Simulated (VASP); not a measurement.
A run of VASP 6.6.1 is set up as follows.

INCAR

```
PREC = Accurate
ENCUT = 520
EDIFF = 1E-6
ISMEAR = -1
SIGMA = 0.05
LREAL = False
LASPH = True
NELM = 80
ALGO = Normal
ISIF = 2
LWAVE = False
LCHARG = True
GGA = PE
LELF = True
LVHAR = True
NBANDS = 11
```

KPOINTS

```
Automatic mesh
0
Gamma
  11 11 11
```

File POSCAR:

```
BeTe
1.0
    0.0000000000      2.8154179084      2.8154179084
    2.8154179084      0.0000000000      2.8154179084
    2.8154179084      2.8154179084      0.0000000000
Be Te
1 1
Direct
    0.0000000000      0.0000000000      0.0000000000
    0.7500000000      0.7500000000      0.7500000000
```

Potentials or basis: VASP PAW PBE potentials, release 64 (Be, Te).

Command:

```bash
$ cat potpaw_PBE.64/Be/POTCAR potpaw_PBE.64/Te/POTCAR > POTCAR
$ mpirun -np 1 vasp_std > vasp.out
```

Problem. What does it give for the band gap on the k mesh?

Solution. 1.99 eV, indirect (least direct gap 3.61 eV).

Problem. What does it give for the pressure?

Solution. 1.2 GPa.

Caveat: spin-orbit coupling is left out, which moves the levels of the heavy elements. A k mesh can miss the band edges.
